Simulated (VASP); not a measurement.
Here is a VASP 6.6.1 calculation.

Contents of INCAR:

```
  PREC = Accurate
  ENCUT = 500
  EDIFF = 1E-6
  ISMEAR = -1
  SIGMA = 0.05
  LREAL = F
  LASPH = T
  NELM = 120
  ALGO = Normal
  ISIF = 2
  LWAVE = F
  LCHARG = F
  GGA = LIBXC
  LIBXC1 = GGA_X_B88
  LIBXC2 = GGA_C_PBE
  NBANDS = 16
  GGA_COMPAT = F
```

The input KPOINTS:

```
regular mesh
0
Gamma
  8 8 8
```

Contents of POSCAR:

```
GaSb
1.0
    0.0000000000      3.0176570942      3.0176570942
    3.0176570942      0.0000000000      3.0176570942
    3.0176570942      3.0176570942      0.0000000000
Sb Ga
1 1
Direct
    0.7500000000      0.7500000000      0.7500000000
    0.0000000000      0.0000000000      0.0000000000
```

Potentials or basis: VASP PAW PBE potentials, release 64 (Sb, Ga_d).

Run with:

```sh
$ cat potpaw_PBE.64/Sb/POTCAR potpaw_PBE.64/Ga_d/POTCAR > POTCAR
$ mpirun -np 1 vasp_std > vasp.out
```

(1) What does it give for the band gap on the k mesh?

(2) Predict the pressure.

## Answers

(1) 0.31 eV.

(2) 4.7 GPa.

Caveat: the cell stands under pressure; the PAW data sets were made with another functional, which shifts forces and pressure a little; spin-orbit coupling is left out, which moves the levels of the heavy elements.
